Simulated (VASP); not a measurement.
Here is a VASP 6.6.1 calculation.

Contents of POSCAR:

```
Si
1.0
   -3.4067049100      3.4067049100      3.3236145463
    3.4067049100     -3.4067049100      3.3236145463
    3.4067049100      3.4067049100     -3.3236145463
Si
8
Direct
    0.2013996517      0.2013996517      0.2013996517
    0.5000000000      0.0000000000      0.2986003483
    0.2986003483      0.5000000000      0.0000000000
    0.0000000000      0.2986003483      0.5000000000
    0.7986003483      0.7986003483      0.7986003483
    0.5000000000      0.0000000000      0.7013996517
    0.7013996517      0.5000000000      0.0000000000
    0.0000000000      0.7013996517      0.5000000000
```

File INCAR.step1:

```
SYSTEM = Si
  PREC = Accurate
  ENCUT = 520
  ISMEAR = 0
  SIGMA = 0.15
  LREAL = .FALSE.
  LASPH = .TRUE.
  NELM = 60
  NBANDS = 26
  GGA = PE
  ALGO = Normal
  EDIFF = 1E-4
  LWAVE = .TRUE.
  LCHARG = .FALSE.
```

INCAR.step2

```
SYSTEM = Si
  PREC = Accurate
  ENCUT = 520
  EDIFF = 1E-7
  ISMEAR = 0
  SIGMA = 0.15
  LREAL = .FALSE.
  LASPH = .TRUE.
  NELM = 60
  ALGO = Normal
  ISIF = 2
  LWAVE = .FALSE.
  LCHARG = .TRUE.
  METAGGA = R2SCAN
  LMIXTAU = .TRUE.
  LELF = .TRUE.
  LVHAR = .TRUE.
  NBANDS = 26
  ISTART = 1
```

Contents of KPOINTS:

```
regular mesh
0
G
  8 8 8
  0 0 0
```

Potentials or basis: VASP PAW PBE potentials, release 64 (Si).

Launch:

```sh
$ cat potpaw_PBE.64/Si/POTCAR > POTCAR
$ cp INCAR.step1 INCAR
$ mpirun -np 1 vasp_std > vasp.out
$ cp INCAR.step2 INCAR
$ mpirun -np 1 vasp_std > vasp.out
```

(1) Estimate the largest force.

(2) What does it give for the pressure?

Answers

(1) 0.245 eV/Å.

(2) -4.7 GPa.

Caveat: the cell differs from its parent crystal (strain +0.025 along x and y, +0.000 along z); the cell stands under tension; the PAW data sets were made with another functional, which shifts forces and pressure a little.
